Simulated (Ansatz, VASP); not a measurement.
One calculation of Al, two programs

Contents of INCAR:

```
SYSTEM = Al
PREC = Accurate
ENCUT = 520
EDIFF = 1E-8
ISMEAR = -1
SIGMA = 0.03
LREAL = .FALSE.
LASPH = .TRUE.
NELM = 100
ALGO = Normal
ISIF = 2
LWAVE = .FALSE.
LCHARG = .FALSE.
LEFG = .TRUE.
NBANDS = 8
```

KPOINTS

```
regular mesh
0
G
  17 17 17
  0 0 0
```

The input POSCAR:

```
Al
1.0
    0.0000000000      1.9826626923      1.9826626923
    1.9826626923      0.0000000000      1.9826626923
    1.9826626923      1.9826626923      0.0000000000
Al
1
Direct
    0.0000000000      0.0000000000      0.0000000000
```

Input for Ansatz:

```yaml
crystal:
  lattice:
    - [0.0, 1.9826626923, 1.9826626923]
    - [1.9826626923, 0.0, 1.9826626923]
    - [1.9826626923, 1.9826626923, 0.0]
  atoms:
    - { symbol: Al, position: [0.0, 0.0, 0.0] }
kpoints:
  mp_grid: { grid: [17, 17, 17] }
scf:
  occupations: { method: fermi_dirac, width: 0.03 }
hamiltonian:
  xc: lda
  pseudopotentials: { kind: paw }
output:
  forces: true
  stress: true
  eigenvalues: true
  efg: { contact_densities: true }
```

Change from the starting cell: volume scaled by 0.94, PAW files.

Alike in both runs: task electric field gradients; functional LDA; k mesh 17 × 17 × 17; occupations fermi-dirac, width 0.03 eV; no spin polarisation.

|  | VASP | Ansatz |
| --- | --- | --- |
| version | VASP 6.6.1 | Ansatz 0.2.0 |
| potentials or method | VASP PAW LDA potentials, release 64 (Al) | PAW with Ansatz's default frozen-core files, scalar-relativistic |
| plane-wave cutoff (eV) | 520 | 420 |
| valence electrons in the cell | 3 | 3 |

Ansatz gave:

```
pressure (GPa) : 1.1
```

Task: What did VASP give for the same quantities?

Result: Pressure (GPa): 1.2.

LDA's correlation is that of Perdew and Zunger in VASP and of Perdew and Wang (1992) in Ansatz.
